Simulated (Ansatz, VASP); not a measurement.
Two plane-wave programs on ZnO

INCAR

```
PREC = Accurate
ENCUT = 520
EDIFF = 1E-7
ISMEAR = 0
SIGMA = 0.01
LREAL = False
LASPH = True
NELM = 60
ALGO = Normal
ISIF = 2
LWAVE = False
LCHARG = False
GGA = PS
NBANDS = 26
```

File KPOINTS:

```
regular mesh
0
Gamma
  6 6 4
```

POSCAR

```
ZnO
1.0
    3.2493080000      0.0000000000      0.0000000000
   -1.6246540000      2.8139830000      0.0000000000
    0.0000000000      0.0000000000      5.2057090000
Zn O
2 2
Direct
    0.3333333333      0.6666666667      0.5000000000
    0.6666666667      0.3333333333      0.0000000000
    0.6666666667      0.3333333333      0.3790100000
    0.3333333333      0.6666666667      0.8790100000
```

Input for Ansatz:

```yaml
crystal:
  lattice:
    - [3.249308, 0.0, 0.0]
    - [-1.624654, 2.813983, 0.0]
    - [0.0, 0.0, 5.205709]
  atoms:
    - { symbol: Zn, position: [0.3333333333333333, 0.6666666666666666, 0.5] }
    - { symbol: Zn, position: [0.6666666666666666, 0.3333333333333333, 0.0] }
    - { symbol: O, position: [0.6666666666666666, 0.3333333333333333, 0.37901] }
    - { symbol: O, position: [0.3333333333333333, 0.6666666666666666, 0.87901] }
kpoints:
  mp_grid:
    grid: [6, 6, 4]
hamiltonian:
  xc: pbesol
  pseudopotentials:
    kind: paw
scf:
  occupations:
    method: fixed
output:
  forces: true
  stress: true
  eigenvalues: true
```

Alike in both runs: task single point; functional PBEsol; k mesh 6 × 6 × 4; no spin polarisation.

```csv
,VASP,Ansatz
version,VASP 6.6.1,Ansatz 0.2.0
potentials or method,"VASP PAW PBE potentials, release 64 (Zn, O)","plane waves, PAW"
plane-wave cutoff (eV),520,420
occupations,"gaussian, width 0.01 eV",fixed
valence electrons in the cell,36,36
```

VASP gave:

```
gap on the k mesh at the Fermi level (eV)                     : 0.68
pressure (GPa)                                                : -0.5
traceless stress, the component that is largest in VASP (GPa) : 1.13
rms of the force components (eV/Å)                            : 0.038
```

Estimate Ansatz's values.

gap on the k mesh at the Fermi level (eV): 0.70; pressure (GPa): -1.5; traceless stress, the component that is largest in VASP (GPa): 1.08; rms of the force components (eV/Å): 0.036.

VASP's potentials were made for PBE, not for PBEsol. Atom by atom the forces differ by 0.002 eV/Å (rms over components).
